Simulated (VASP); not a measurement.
# CoPtO2 (R-3m) in VASP: a series of runs, part 2 of 2

VASP 6.6.1. The steps go on from the part before.

## (4) Single point, PBE (biaxial strain in the a-b plane: +6.0 %)

INCAR

```
PREC     = Accurate       # precision mode
ENCUT    = 520            # plane-wave cutoff, eV
EDIFF    = 1E-6           # SCF threshold, eV
ISMEAR   = 0              # smearing method
SIGMA    = 0.1            # smearing width, eV
LREAL    = False          # projectors in reciprocal space
LASPH    = True           # aspherical terms in the spheres
NELM     = 100            # most SCF steps
ALGO     = Normal         # electronic algorithm
ISIF     = 2              # what is computed and relaxed
LWAVE    = False          # write WAVECAR
LCHARG   = False          # write CHGCAR
GGA      = PE             # functional
NBANDS   = 58             # bands
```

KPOINTS

```
Automatic mesh
0
Gamma
  12 12 2
```

POSCAR

```
CoPtO2
1.0
    3.0260773526      0.0000000000      0.0000000000
   -1.5130386763      2.6206598612      0.0000000000
    0.0000000000      0.0000000000     17.2394568676
Co Pt O
3 3 6
Direct
    0.6666666667      0.3333333333      0.8333333333
    0.3333333333      0.6666666667      0.1666666667
    0.0000000000      0.0000000000      0.5000000000
    0.0000000000      0.0000000000      0.0000000000
    0.6666666667      0.3333333333      0.3333333333
    0.3333333333      0.6666666667      0.6666666667
    0.0000000000      0.0000000000      0.8860600989
    0.3333333333      0.6666666667      0.7806065678
    0.6666666667      0.3333333333      0.2193934322
    0.0000000000      0.0000000000      0.1139399011
    0.3333333333      0.6666666667      0.5527267655
    0.6666666667      0.3333333333      0.4472732345
```

Started as:

```console
$ cat potpaw_PBE.64/Co/POTCAR potpaw_PBE.64/Pt/POTCAR potpaw_PBE.64/O/POTCAR > POTCAR
$ mpirun -np 1 vasp_std > vasp.out
```

Run time: 3.6 min. Hardware: 1 thread of Intel Xeon 6975P-C (Granite Rapids), shared host; peak memory 0.39 GiB.

It converged, with:

```yaml
Free_energy: -78.2797 eV
Pressure: -9.2 GPa
Largest_force: 0.533 eV/Å
Band_gap_on_the_k_mesh: zero (an odd number of electrons rules out a gap without spin polarisation)
```

Forces in eV/Å, atoms in the order of the input:
```
Co   0.000  0.000  0.000
Co   0.000  0.000  0.000
Co   0.000  0.000  0.000
Pt   0.000  0.000  0.000
Pt   0.000  0.000  0.000
Pt   0.000  0.000  0.000
O    0.000  0.000 -0.533
O    0.000  0.000  0.533
O    0.000  0.000 -0.533
O    0.000  0.000  0.533
O    0.000  0.000 -0.533
O    0.000  0.000  0.533
```

Stress tensor (GPa, compression positive):
```
-17.73   0.00   0.00
  0.00 -17.73   0.00
  0.00   0.00   7.96
```

Levels at points of the mesh, in eV from the Fermi level:
| k point | band 45 | band 46 | band 47 | band 48 | band 49 | band 50 | band 51 | band 52 |
| --- | --- | --- | --- | --- | --- | --- | --- | --- |
| (0.00, 0.00, 0.00) | -0.78 | -0.78 | -0.61 | -0.61 | 1.50 | 1.50 | 1.50 | 1.50 |
| (0.50, 0.00, 0.00) | -0.36 | 0.10 | 0.46 | 0.46 | 1.35 | 1.35 | 1.43 | 1.43 |
| (0.00, 0.00, 0.50) | -0.76 | -0.58 | -0.51 | -0.51 | 1.34 | 1.34 | 1.74 | 1.74 |
| (0.50, 0.00, 0.50) | -0.36 | 0.19 | 0.19 | 0.68 | 1.20 | 1.25 | 1.60 | 1.60 |

Caveat: the cell differs from its parent crystal (biaxial strain in the a-b plane: +6.0 %); the stress differs along the axes, from -18 to 8 GPa; spin-orbit coupling is left out, which moves the levels of the heavy elements; an odd number of electrons without spin polarisation forces a metal; a magnetic or distorted state may lie lower; the run has no spin polarisation, though such a crystal can be magnetic; semilocal functionals often make such compounds metallic where correlation or magnetic order opens a gap, which also shifts bond lengths. Spin polarisation is off, so any magnetic state and its effect on volume and gap are missing.

## (5) Single point, PBE (biaxial strain in the a-b plane: +6.0 %, then relaxed in part)

INCAR

```
  ALGO = Normal
  EDIFF = 1E-6
  ENCUT = 520
  GGA = PE
  ISIF = 2
  ISMEAR = 0
  LASPH = T
  LCHARG = F
  LREAL = F
  LWAVE = F
  NBANDS = 58
  NELM = 60
  PREC = Accurate
  SIGMA = 0.1
```

KPOINTS

```
k-points
0
Gamma
  12 12 2
```

POSCAR

```
CoPtO2
1.0
    3.0260773526      0.0000000000      0.0000000000
   -1.5130386763      2.6206598612      0.0000000000
    0.0000000000      0.0000000000     17.4020457996
Co Pt O
3 3 6
Direct
    0.6666666667      0.3333333333      0.8333333333
    0.3333333333      0.6666666667      0.1666666667
    0.0000000000      0.0000000000      0.5000000000
    0.0000000000      0.0000000000      0.0000000000
    0.6666666667      0.3333333333      0.3333333333
    0.3333333333      0.6666666667      0.6666666667
    0.0000000000      0.0000000000      0.8853181166
    0.3333333333      0.6666666667      0.7813485501
    0.6666666667      0.3333333333      0.2186514499
    0.0000000000      0.0000000000      0.1146818834
    0.3333333333      0.6666666667      0.5519847832
    0.6666666667      0.3333333333      0.4480152168
```

Potentials or basis: VASP PAW PBE potentials, release 64 (Co, Pt, O).

Started as:

```console
$ cat potpaw_PBE.64/Co/POTCAR potpaw_PBE.64/Pt/POTCAR potpaw_PBE.64/O/POTCAR > POTCAR
$ mpirun -np 1 vasp_std > vasp.out
```

OUTCAR:

```text
EDIFF = 1E-6
   ENCUT = 520
   GGA = PE
   ISIF = 2
   ISMEAR = 0
   LASPH = T
   LREAL = F
   NELM = 60
   PREC = Accurate

 ion  position               nearest neighbor table
   1  0.667  0.333  0.833-   8 1.97   8 1.97   8 1.97   7 1.97   7 1.97   7 1.97
   2  0.333  0.667  0.167-   9 1.97   9 1.97   9 1.97  10 1.97  10 1.97  10 1.97
   3  0.000  0.000  0.500-  11 1.97  12 1.97  12 1.97  11 1.97  12 1.97  11 1.97
   4  0.000  0.000  0.000-   7 2.00  10 2.00
   5  0.667  0.333  0.333-   9 2.00  12 2.00
   6  0.333  0.667  0.667-   8 2.00  11 2.00
[... 1700 lines left out ...]

 VOLUME and BASIS-vectors are now :
 -----------------------------------------------------------------------------
  energy-cutoff  :      520.00
  volume of cell :      138.00
      direct lattice vectors                 reciprocal lattice vectors
     3.026077353  0.000000000  0.000000000     0.330460819  0.190791643  0.000000000
    -1.513038676  2.620659861  0.000000000     0.000000000  0.381583285  0.000000000
     0.000000000  0.000000000 17.402045800     0.000000000  0.000000000  0.057464508

 POSITION                                       TOTAL-FORCE (eV/Angst)
 -----------------------------------------------------------------------------------
      1.51304      0.87355     14.50170         0.000000      0.000000      0.000000
     -0.00000      1.74711      2.90034         0.000000      0.000000      0.000000
      0.00000      0.00000      8.70102         0.000000      0.000000      0.000000
      0.00000      0.00000      0.00000         0.000000      0.000000      0.000000
      1.51304      0.87355      5.80068         0.000000      0.000000      0.000000
     -0.00000      1.74711     11.60136         0.000000      0.000000      0.000000
      0.00000      0.00000     15.40635        -0.000000      0.000000      0.004504
     -0.00000      1.74711     13.59706         0.000000     -0.000000     -0.004504
      1.51304      0.87355      3.80498        -0.000000      0.000000      0.004504
      0.00000      0.00000      1.99570         0.000000     -0.000000     -0.004504
     -0.00000      1.74711      9.60566        -0.000000      0.000000      0.004504
      1.51304      0.87355      7.79638         0.000000     -0.000000     -0.004504
 -----------------------------------------------------------------------------------
    total drift:                               -0.000000      0.000000      0.000000

  FREE ENERGIE OF THE ION-ELECTRON SYSTEM (eV)
  ---------------------------------------------------
  free  energy   TOTEN  =       -78.3339853089 eV

  energy  without entropy=      -78.3044990923  energy(sigma->0) =      -78.31924220
```

stdout:

```text
POSCAR found type information on POSCAR CoPtO
 POSCAR found :  3 types and      12 ions
 scaLAPACK will be used
 LDA part: xc-table for (Slater+PW92), standard interpolation
 POSCAR, INCAR and KPOINTS ok, starting setup
 FFT: planning ... GRIDC
 FFT: planning ... GRID_SOFT
 FFT: planning ... GRID
 WAVECAR not read
 entering main loop
```

Run time: 3.3 min. Hardware: 1 thread of Intel Xeon 6975P-C (Granite Rapids), shared host; peak memory 0.42 GiB.

What came out:

```yaml
Free_energy: -78.3340 eV
Pressure: -11.9 GPa
Largest_force: 0.005 eV/Å
Band_gap_on_the_k_mesh: zero (an odd number of electrons rules out a gap without spin polarisation)
```

Forces in eV/Å, atoms in the order of the input:
```
Co   0.000  0.000  0.000
Co   0.000  0.000  0.000
Co   0.000  0.000  0.000
Pt   0.000  0.000  0.000
Pt   0.000  0.000  0.000
Pt   0.000  0.000  0.000
O    0.000  0.000  0.005
O    0.000  0.000 -0.005
O    0.000  0.000  0.005
O    0.000  0.000 -0.005
O    0.000  0.000  0.005
O    0.000  0.000 -0.005
```

Caveat: the cell differs from its parent crystal (biaxial strain in the a-b plane: +6.0 %, then relaxed in part); the stress differs along the axes, from -18 to 0 GPa; spin-orbit coupling is left out, which moves the levels of the heavy elements; an odd number of electrons without spin polarisation forces a metal; a magnetic or distorted state may lie lower; the run has no spin polarisation, though such a crystal can be magnetic; semilocal functionals often make such compounds metallic where correlation or magnetic order opens a gap, which also shifts bond lengths. Spin polarisation is off, so any magnetic state and its effect on volume and gap are missing.

## (6) Relaxation of shape and atoms at fixed volume, PBE (9.57 Å³/atom)

INCAR

```
SYSTEM = CoPtO2
ALGO = Normal
EDIFF = 1E-6
EDIFFG = -0.01
ENCUT = 600
GGA = PE
IBRION = 2
ISIF = 4
ISMEAR = 0
LASPH = .TRUE.
LCHARG = .FALSE.
LREAL = .FALSE.
LWAVE = .FALSE.
NELM = 80
NSW = 50
PREC = Accurate
SIGMA = 0.1
```

KPOINTS

```
k-points
0
G
  18 18 18
  0 0 0
```

POSCAR

```
CoPtO2
1.0
    1.3764573934      0.7946980466      5.8335035455
   -1.3764573934      0.7946980466      5.8335035455
    0.0000000000     -1.5893960932      5.8335035455
Co Pt O
1 1 2
Direct
    0.5000000000      0.5000000000      0.5000000000
    0.0000000000      0.0000000000      0.0000000000
    0.8882300223      0.8882300223      0.8882300223
    0.1117699777      0.1117699777      0.1117699777
```

Potentials or basis: VASP PAW PBE potentials, release 64 (Co, Pt, O).

Started as:

```console
$ cat potpaw_PBE.64/Co/POTCAR potpaw_PBE.64/Pt/POTCAR potpaw_PBE.64/O/POTCAR > POTCAR
$ mpirun -np 1 vasp_std > vasp.out
```

It took 1.5 h on 1 thread of Intel Xeon Platinum 8375C at 2.90GHz (Ice Lake), shared host; peak memory 0.84 GiB.

The run converged. Its results:

```yaml
Free_energy: -26.1653 eV
Energy_gained_by_relaxing: 0.9 meV/atom
Ionic_steps: 5
Pressure_after_relaxing: 26.8 GPa
Band_gap_on_the_k_mesh: zero (an odd number of electrons rules out a gap without spin polarisation)
```

The path:
```tsv
step	energy change (eV)	largest force (eV/Å)	pressure (GPa)	volume (Å³)
1	0.0000	0.0704	27.56	38.29
2	-0.0025	0.1676	26.71	38.29
3	-0.0029	0.1437	26.89	38.29
4	-0.0033	0.0908	26.71	38.29
5	-0.0035	0.0007	26.77	38.29
```

Final structure:
```
Co Pt O
1.0
     1.37213    0.79220    5.87038
    -1.37213    0.79220    5.87038
     0.00000   -1.58440    5.87038
Co Pt O
1 1 2
Direct
  0.50000 0.50000 0.50000
  0.00000 0.00000 0.00000
  0.88863 0.88863 0.88863
  0.11137 0.11137 0.11137
```

Levels at points of the mesh, in eV from the Fermi level:
| k point | band 12 | band 13 | band 14 | band 15 | band 16 | band 17 | band 18 | band 19 |
| --- | --- | --- | --- | --- | --- | --- | --- | --- |
| (0.00, 0.00, 0.00) | -2.22 | -2.22 | -1.88 | -1.80 | -1.80 | 1.88 | 1.88 | 3.04 |
| (0.50, 0.00, 0.00) | -1.60 | -1.41 | -1.13 | 0.12 | 1.12 | 1.29 | 1.46 | 2.40 |
| (0.50, 0.50, 0.00) | -2.24 | -1.40 | -1.14 | 0.12 | 0.22 | 1.77 | 2.38 | 2.47 |
| (0.50, 0.50, 0.50) | -2.15 | -2.15 | -1.14 | -0.82 | -0.82 | 1.39 | 1.39 | 4.20 |

Caveat: spin-orbit coupling is left out, which moves the levels of the heavy elements; an odd number of electrons without spin polarisation forces a metal; a magnetic or distorted state may lie lower; the run has no spin polarisation, though such a crystal can be magnetic; semilocal functionals often make such compounds metallic where correlation or magnetic order opens a gap, which also shifts bond lengths. Spin polarisation is off, so any magnetic state and its effect on volume and gap are missing.

## (7) The runs side by side

| task | cell | k mesh | cutoff (eV) | gap on the mesh (eV) | pressure (GPa) | largest force (eV/Å) |
| --- | --- | --- | --- | --- | --- | --- |
| single point | a = 2.969, b = 2.969, c = 17.454 Å, angles 90.0, 90.0, 120.0°, 12 atoms, atomic positions A | 12 × 12 × 2 | 520 | none | -6.9 | 0.47 |
| single point | a = 2.969, b = 2.969, c = 17.566 Å, angles 90.0, 90.0, 120.0°, 12 atoms, atomic positions B | 12 × 12 × 2 | 520 | none | -8.8 | 0.01 |
| single point | a = 3.026, b = 3.026, c = 17.239 Å, angles 90.0, 90.0, 120.0°, 12 atoms, atomic positions B | 12 × 12 × 2 | 520 | none | -9.2 | 0.53 |
| single point | a = 3.026, b = 3.026, c = 17.402 Å, angles 90.0, 90.0, 120.0°, 12 atoms, atomic positions C | 12 × 12 × 2 | 520 | none | -11.9 | - |
| relaxation of shape and atoms at fixed volume | relaxed from a = 6.046 Å, angles 26.3°, 4 atoms, atomic positions D | 18 × 18 × 18 | 600 | none | 26.8 | - |

Alike in all rows: level PBE; potentials or basis VASP PAW PBE potentials, release 64 (Co, Pt, O); no spin polarisation; smearing gaussian 0.1 eV.

Caveats: spin-orbit coupling is left out, which moves the levels of the heavy elements; an odd number of electrons without spin polarisation forces a metal; a magnetic or distorted state may lie lower; the run has no spin polarisation, though such a crystal can be magnetic; semilocal functionals often make such compounds metallic where correlation or magnetic order opens a gap, which also shifts bond lengths; the stress differs along the axes, from -13 to 6 GPa (at least some runs); the stress differs along the axes, from -13 to 0 GPa (at least some runs).

Absolute energies hang on the potentials; compare differences alone.
